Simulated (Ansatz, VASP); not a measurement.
Two plane-wave programs on TiAl

The input INCAR:

```
PREC = Accurate
ENCUT = 520
EDIFF = 1E-6
ISMEAR = 0
SIGMA = 0.1
LREAL = False
LASPH = True
NELM = 80
ALGO = Normal
ISIF = 2
LWAVE = False
LCHARG = False
GGA = CA
NBANDS = 14
```

The input KPOINTS:

```
Automatic mesh
0
Gamma
  14 14 14
```

Contents of POSCAR:

```
TiAl
1.0
    3.2591446222      0.0000000000      0.0000000000
    0.0000000000      3.2591446222      0.0000000000
    0.0000000000      0.0000000000      3.2591446222
Ti Al
1 1
Direct
    0.0000000000      0.0000000000      0.0000000000
    0.5000000000      0.5000000000      0.5000000000
```

Input for Ansatz:

```yaml
crystal:
  lattice:
    - [3.2591446222, 0.0, 0.0]
    - [0.0, 3.2591446222, 0.0]
    - [0.0, 0.0, 3.2591446222]
  atoms:
    - { symbol: Ti, position: [0.0, 0.0, 0.0] }
    - { symbol: Al, position: [0.5, 0.5, 0.5] }
basis:
  ecutwfc: 420
kpoints:
  mp_grid: { grid: [14, 14, 14] }
hamiltonian:
  xc: lda
scf:
  occupations: { method: gaussian, width: 0.1 }
output:
  forces: true
  stress: true
  eigenvalues: true
  populations: true
```

Alike in both runs: task single point; functional LDA; k mesh 14 × 14 × 14; occupations gaussian, width 0.1 eV; no spin polarisation.

|  | VASP | Ansatz |
| --- | --- | --- |
| version | VASP 6.6.1 | Ansatz 0.2.0 |
| potentials or method | VASP PAW LDA potentials, release 64 (Ti_sv, Al), cutoff 520 eV | scalar-relativistic, plane waves, PAW |
| valence electrons in the cell | 15 | 15 |

|  | VASP | Ansatz | Ansatz less VASP |
| --- | --- | --- | --- |
| gap on the k mesh at the Fermi level (eV) | none | none | - |
| pressure (GPa) | -12.3 | -12.3 | -0.04 |

LDA's correlation is that of Perdew and Zunger in VASP and of Perdew and Wang (1992) in Ansatz. A gap of «none» marks a metal or a gap that the smearing closes.
